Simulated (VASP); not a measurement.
The system is W.

```
W
1.0
     2.90093    0.00000    0.00000
    -1.45047    2.51228    0.00000
     0.00000    0.00000    9.35608
W
4
Direct
  0.00000 0.00000 0.00000
  0.00000 0.00000 0.50000
  0.33333 0.66667 0.75000
  0.66667 0.33333 0.25000
```

- Program: VASP 6.6.1
- Task: relaxation of cell and atoms
- Functional: PBEsol
- Potentials or basis: VASP PAW PBE potentials, release 64 (W_sv)
- Cutoff: 600 eV
- k mesh: 6 × 6 × 2
- Occupations: gaussian, width 0.1 eV
- Spin: no spin polarisation

At the start: pressure -16.3 GPa; volume 17.05 Å³/atom.

Q: How do energy, volume and symmetry change on relaxing?

A: Over 12 steps the energy falls by 110.5 meV/atom and the volume is 16.11 Å³/atom (-5.5 %); space group P6_3/mmc (No. 194, to 0.05 Å).

Step by step:
```tsv
step	energy change (eV)	largest force (eV/Å)	pressure (GPa)	volume (Å³)
1	0.0000	0.0000	-16.29	68.19
2	2.3798	0.0000	88.06	52.44
3	-0.2471	0.0000	-0.47	64.15
4	-0.2489	0.0000	0.81	63.87
5	-0.2490	0.0000	1.22	63.79
6	-0.3990	0.0000	3.96	63.40
7	-0.4088	0.0000	4.57	63.31
8	-0.4168	0.0000	6.14	63.14
9	-0.4042	0.0000	-4.49	65.63
10	-0.4379	0.0000	1.34	64.21
11	-0.4416	0.0000	-0.43	64.52
12	-0.4419	0.0000	-0.06	64.45
```

Final structure:
```yaml
crystal:
  lattice:
    - [2.76134, 0.00000, 0.00000]
    - [-1.38067, 2.39139, 0.00000]
    - [0.00000, 0.00000, 9.76030]
  atoms:
    - { symbol: W, position: [0.00000, 0.00000, 0.00000] }
    - { symbol: W, position: [0.00000, 0.00000, 0.50000] }
    - { symbol: W, position: [0.33333, 0.66667, 0.75000] }
    - { symbol: W, position: [0.66667, 0.33333, 0.25000] }
```

Caveat: the k points lie up to 0.44 Å⁻¹ apart in the final cell; the PAW data sets were made with another functional, which shifts forces and pressure a little.
